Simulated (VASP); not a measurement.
# Hg (R-3m) in VASP: a series of runs

The runs below take Hg through single point, relaxation of cell and atoms, with PBEsol.

Program: VASP 6.6.1. These are calculated values, not measurements. Logs are shortened: lines on timing, memory, paths and dates and some standing lists are left out, and cuts for length are marked.

## 1. The cell of the first run

The structure is trigonal, space group R-3m (No. 166). The conventional cell has a = 3.898 Å, b = 3.898 Å, c = 5.753 Å, α = 90.00°, β = 90.00°, γ = 120.00°. Hg (site symmetry -3m) has 12 Hg at 2.96 to 3.90 Å within 3.9 Å.

## 2. Single point, PBEsol

INCAR

```
SYSTEM = Hg
PREC = Accurate ; ENCUT = 520
EDIFF = 1E-7 ; ISMEAR = 0
SIGMA = 0.1 ; LREAL = .FALSE.
LASPH = .TRUE. ; NELM = 80
ALGO = Normal ; ISIF = 2
LWAVE = .FALSE. ; LCHARG = .TRUE.
GGA = PS ; LELF = .TRUE.
LVHAR = .TRUE. ; NBANDS = 12
```

KPOINTS

```
Automatic mesh
0
G
  12 12 12
  0 0 0
```

POSCAR

```
Hg
1.0
    1.9492058842      1.1253745419      1.9178305435
   -1.9492058842      1.1253745419      1.9178305435
    0.0000000000     -2.2507490839      1.9178305434
Hg
1
Direct
    0.0000000000      0.0000000000      0.0000000000
```

Potentials or basis: VASP PAW PBE potentials, release 64 (Hg).

The run is started by

```bash
$ cat potpaw_PBE.64/Hg/POTCAR > POTCAR
$ mpirun -np 1 vasp_std > vasp.out
```

OUTCAR:

```text
SYSTEM = Hg
   PREC = Accurate
   ENCUT = 520
   EDIFF = 1E-7
   ISMEAR = 0
   LREAL = .FALSE.
   LASPH = .TRUE.
   NELM = 80
   ISIF = 2
   GGA = PS

 ion  position               nearest neighbor table
   1  0.000  0.000  0.000-

  LATTYP: Found a trigonal (rhomboedric) cell.
 ALAT       =     2.9570163057
 COS(alpha) =     0.1309635659

  Lattice vectors:

 A1 = (   1.9492058842,   1.1253745419,   1.9178305435)
 A2 = (  -1.9492058842,   1.1253745419,   1.9178305435)
 A3 = (   0.0000000000,  -2.2507490839,   1.9178305434)

Analysis of symmetry for initial positions (statically):
=====================================================================
 Subroutine PRICEL returns:
 Original cell was already a primitive cell.

 Routine SETGRP: Setting up the symmetry group for a
 trigonal (rhombohedral) supercell.

 Subroutine GETGRP returns: Found 12 space group operations
 (whereof 12 operations were pure point group operations)
 out of a pool of 12 trial point group operations.

The static configuration has the point symmetry D_3d.

Analysis of symmetry for dynamics (positions and initial velocities):
=====================================================================
 Subroutine PRICEL returns:
 Original cell was already a primitive cell.

 Routine SETGRP: Setting up the symmetry group for a
 trigonal (rhombohedral) supercell.

 Subroutine GETGRP returns: Found 12 space group operations
 (whereof 12 operations were pure point group operations)
 out of a pool of 12 trial point group operations.

The dynamic configuration has the point symmetry D_3d.

 Subroutine INISYM returns: Found 12 space group operations
 (whereof 12 operations are pure point group operations),
 and found     1 'primitive' translations

----------------------------------------------------------------------------------------

                                     Primitive cell

  volume of cell :      25.2416

  direct lattice vectors                    reciprocal lattice vectors
     1.949205884  1.125374542  1.917830544     0.256514719  0.148098842  0.173807501
    -1.949205884  1.125374542  1.917830544    -0.256514719  0.148098842  0.173807501
     0.000000000 -2.250749084  1.917830543     0.000000000 -0.296197684  0.173807501

  length of vectors
     2.957016306  2.957016306  2.957016306     0.343427016  0.343427016  0.343427016

  position of ions in fractional coordinates (direct lattice)
[... 83 lines left out ...]
   ISIF   =      2    stress and relaxation
   ISYM   =      2    0-nonsym 1-usesym 2-fastsym
   POTIM  = 0.5000    time-step for ionic-motion
   TEBEG  =    0.0;   TEEND  =   0.0 temperature during run
   PSTRESS=    0.0 pullay stress
   NELECT =      12.0000    total number of electrons
   NUPDOWN=      -1.0000    fix difference up-down
   EMIN   =  10.00;   EMAX   =-10.00  energy-range for DOS
   EFERMI =   0.00;   METHOD = LEGACY
   ISMEAR =     0;   SIGMA  =   0.10  broadening in eV -4-tet -1-fermi 0-gaus
   EFERMI_NEDOS =   21; number of points for ismear=-14 and -15
   IALGO  =     38    algorithm
   IMIX   =      4    mixing-type and parameters
     AMIX     =   0.40;   BMIX     =  1.00
     AMIX_MAG =   1.60;   BMIX_MAG =  1.00
  volume/ion in A,a.u.               =      25.24       170.34
  Fermi-wavevector in a.u.,A,eV,Ry     =   1.277703  2.414508 22.211841  1.632524
  Thomas-Fermi vector in A             =   2.410287
   LORBIT       =      0    0 simple, 1 ext, 2 COOP (PROOUT), +10 PAW based schemes
   GGA     = PS    functional components
   LHFCALC =     F    Hartree Fock is set to
   AEXX    =    0.0000 exact exchange contribution
   IVDW    =     0    specifies the selected vdW correction
   LEPSILON=     F    determine dielectric tensor
   LRPA    =     F    only Hartree local field effects (RPA)
 non-spin polarized calculation
 Gauss-broadening in eV      SIGMA  =   0.10
  energy-cutoff  :      520.00
  volume of cell :       25.24
 maximum number of plane-waves:       700
 NGX is ok and might be reduce to    24
   NGX = 11   NGY = 11   NGZ = 11

 number of electron      12.0000001 magnetization

 Free energy of the ion-electron system (eV)
  ---------------------------------------------------
  ext. energy  EPLUGINS =         0.00000000
  ---------------------------------------------------
  free energy    TOTEN  =        -0.55063538 eV

  energy without entropy =       -0.54859774  energy(sigma->0) =       -0.54961656

 E-fermi :   2.1143     XC(G=0): -10.6104

 val. band max:        2.1078618266   @ k =  -0.2500   0.5000   0.0833
 cond. band min:       2.1152643948   @ k =   0.5000   0.2500   0.0833
 fundamental gap:      0.0074025683
 Fermi energy:         2.1143347559

 k-point     1 :       0.0000    0.0000    0.0000
  band No.  band energies     occupation
      1      -6.6896      2.00000
      2      -5.9767      2.00000
      3      -5.9767      2.00000
      4      -3.8103      2.00000
      5      -3.8103      2.00000
      6      -3.7608      2.00000
      7      12.8031      0.00000
      8      12.8031      0.00000
      9      12.8201      0.00000
     10      16.5527      0.00000
     11      18.3470      0.00000
     12      18.3470      0.00000
[... 331 lines left out ...]
 k-point    24 :      -0.4167    0.1667   -0.0000
  band No.  band energies     occupation
      1      -5.7811      2.00000
      2      -5.3206      2.00000
      3      -4.6729      2.00000
      4      -4.2822      2.00000
      5      -3.9077      2.00000
      6      -1.2939      2.00000
      7       2.1417      0.69909
      8      10.9332      0.00000
      9      16.0662      0.00000
     10      17.5498      0.00000
     11      19.1592      0.00000
     12      20.2958      0.00000

 [... further k-points ...]

------------------------ aborting loop because EDIFF is reached ----------------------------------------

  FORCE on cell =-STRESS in cart. coord.  units (eV):
  Direction    XX          YY          ZZ          XY          YZ          ZX
  --------------------------------------------------------------------------------------
  -------------------------------------------------------------------------------------
  Total        0.0552526      0.0552526      0.0781111      0.0000000      0.0000000      0.0000000
  in kB        3.5070938      3.5070938      4.9580071      0.0000000      0.0000000      0.0000000
  external PRESSURE =       3.9907316 kB  Pullay stress =       0.0000000 kB

 VOLUME and BASIS-vectors are now :
 -----------------------------------------------------------------------------
  energy-cutoff  :      520.00
  volume of cell :       25.24
      direct lattice vectors                 reciprocal lattice vectors
     1.949205884  1.125374542  1.917830544     0.256514719  0.148098842  0.173807501
    -1.949205884  1.125374542  1.917830544    -0.256514719  0.148098842  0.173807501
     0.000000000 -2.250749084  1.917830543     0.000000000 -0.296197684  0.173807501

 POSITION                                       TOTAL-FORCE (eV/Angst)
 -----------------------------------------------------------------------------------
      0.00000      0.00000      0.00000        -0.000000      0.000000      0.000000
 -----------------------------------------------------------------------------------
    total drift:                                0.000000     -0.000000      0.000000

  FREE ENERGIE OF THE ION-ELECTRON SYSTEM (eV)
  ---------------------------------------------------
  free  energy   TOTEN  =        -0.5506353820 eV

  energy  without entropy=       -0.5485977392  energy(sigma->0) =       -0.54961656
```

stdout:

```text
POSCAR found type information on POSCAR Hg
 POSCAR found :  1 types and       1 ions
 scaLAPACK will be used
 -----------------------------------------------------------------------------
|                                                                             |
|                                                                             |
|     You enforced a specific xc type in the INCAR file but a different       |
|     I HOPE YOU KNOW WHAT YOU ARE DOING!                                     |
|                                                                             |
 -----------------------------------------------------------------------------

 LDA part: xc-table for (Slater+PW92), standard interpolation
 POSCAR, INCAR and KPOINTS ok, starting setup
 FFT: planning ... GRIDC
 FFT: planning ... GRID_SOFT
 FFT: planning ... GRID
 WAVECAR not read
 entering main loop
```

Wall time 10 s (1 thread of Intel Xeon 6975P-C (Granite Rapids), shared host); peak memory 0.18 GiB.

Results:

- Free energy: -0.5506 eV
- Pressure: 0.4 GPa
- Band gap on the k mesh: zero (bands 6 and 7 overlap by 4.95 eV)

Stress tensor (GPa, compression positive):
```
0.35 0.00 0.00
0.00 0.35 0.00
0.00 0.00 0.50
```

Levels at points of the mesh, in eV from the Fermi level:
| k point | band 4 | band 5 | band 6 | band 7 | band 8 | band 9 |
| --- | --- | --- | --- | --- | --- | --- |
| (0.00, 0.00, 0.00) | -5.92 | -5.92 | -5.88 | 10.69 | 10.69 | 10.71 |
| (0.50, 0.00, 0.00) | -6.38 | -5.86 | -2.56 | -1.95 | 13.09 | 13.13 |
| (0.50, 0.50, 0.00) | -6.36 | -5.22 | 0.60 | 0.94 | 2.56 | 7.95 |
| (0.50, 0.50, 0.50) | -5.20 | -5.20 | 2.62 | 4.34 | 6.26 | 6.26 |

Caveat: the PAW data sets were made with another functional, which shifts forces and pressure a little; spin-orbit coupling is left out, which moves the levels of the heavy elements.

## 3. Relaxation of cell and atoms, PBEsol

This run uses another cell than the first one, of 29.52 Å³/atom.

INCAR

```
PREC     = Accurate       # precision mode
ENCUT    = 600            # plane-wave cutoff, eV
EDIFF    = 1E-7           # SCF threshold, eV
ISMEAR   = 0              # smearing method
SIGMA    = 0.1            # smearing width, eV
LREAL    = False          # projectors in reciprocal space
LASPH    = True           # aspherical terms in the spheres
NELM     = 100            # most SCF steps
ALGO     = Fast           # electronic algorithm
ISIF     = 3              # what is computed and relaxed
LWAVE    = False          # write WAVECAR
LCHARG   = False          # write CHGCAR
GGA      = PS             # functional
IBRION   = 2              # ionic algorithm
NSW      = 70             # ionic steps
EDIFFG   = -0.005         # ionic threshold
```

KPOINTS

```
Automatic mesh
0
Gamma
  12 12 12
```

POSCAR

```
Hg
1.0
    2.1071215123      1.2165471723      1.9192242354
   -2.1071215123      1.2165471723      1.9192242354
    0.0000000000     -2.4330943447      1.9192242354
Hg
1
Direct
    0.0000000000      0.0000000000      0.0000000000
```

Potentials or basis: VASP PAW PBE potentials, release 64 (Hg).

The run is started by

```bash
$ cat potpaw_PBE.64/Hg/POTCAR > POTCAR
$ mpirun -np 1 vasp_std > vasp.out
```

Wall time 79 s (1 thread of Intel Xeon 6975P-C (Granite Rapids), shared host); peak memory 0.22 GiB.

It converged, with:

| Property | Result |
| --- | --- |
| Free energy | -0.5505 eV |
| Relaxed volume | 25.78 Å³/atom |
| Relaxed cell | a = 2.962 Å, b = 2.962 Å, c = 2.962 Å, α = 85.81°, β = 85.81°, γ = 85.81° |
| Space group after relaxing (to 0.1 Å) | R-3m (No. 166) |
| Energy gained by relaxing | 42.6 meV/atom |
| Ionic steps | 5 |
| Pressure after relaxing | 0.0 GPa |
| Band gap on the k mesh | zero (bands 6 and 7 overlap by 5.49 eV) |

Step by step:
| step | energy change (eV) | largest force (eV/Å) | pressure (GPa) | volume (Å³) |
| --- | --- | --- | --- | --- |
| 1 | 0.0000 | 0.0000 | -3.08 | 29.52 |
| 2 | -0.0351 | 0.0000 | -1.59 | 27.16 |
| 3 | -0.0425 | 0.0000 | 0.27 | 25.64 |
| 4 | -0.0426 | 0.0000 | -0.08 | 25.85 |
| 5 | -0.0426 | 0.0000 | 0.03 | 25.78 |

Final structure:
```
Hg
1.0
     2.01625    1.16408    1.83071
    -2.01625    1.16408    1.83071
     0.00000   -2.32816    1.83071
Hg
1
Cartesian
  0.0000 0.0000 0.0000
```

Levels at points of the mesh, in eV from the Fermi level:
| k point | band 2 | band 3 | band 4 | band 5 | band 6 | band 7 | band 8 | band 9 | band 10 |
| --- | --- | --- | --- | --- | --- | --- | --- | --- | --- |
| (0.00, 0.00, 0.00) | -8.10 | -8.10 | -5.87 | -5.87 | -5.83 | 10.39 | 10.39 | 10.43 | 13.97 |
| (0.50, 0.00, 0.00) | -7.82 | -6.56 | -6.48 | -5.80 | -2.62 | -1.89 | 13.53 | 13.60 | 15.66 |
| (0.50, 0.50, 0.00) | -7.66 | -6.43 | -6.39 | -5.20 | 0.94 | 0.94 | 2.06 | 7.60 | 16.05 |
| (0.50, 0.50, 0.50) | -7.49 | -7.49 | -5.16 | -5.16 | 3.60 | 4.88 | 5.58 | 5.58 | 8.88 |

Caveat: the PAW data sets were made with another functional, which shifts forces and pressure a little; spin-orbit coupling is left out, which moves the levels of the heavy elements.
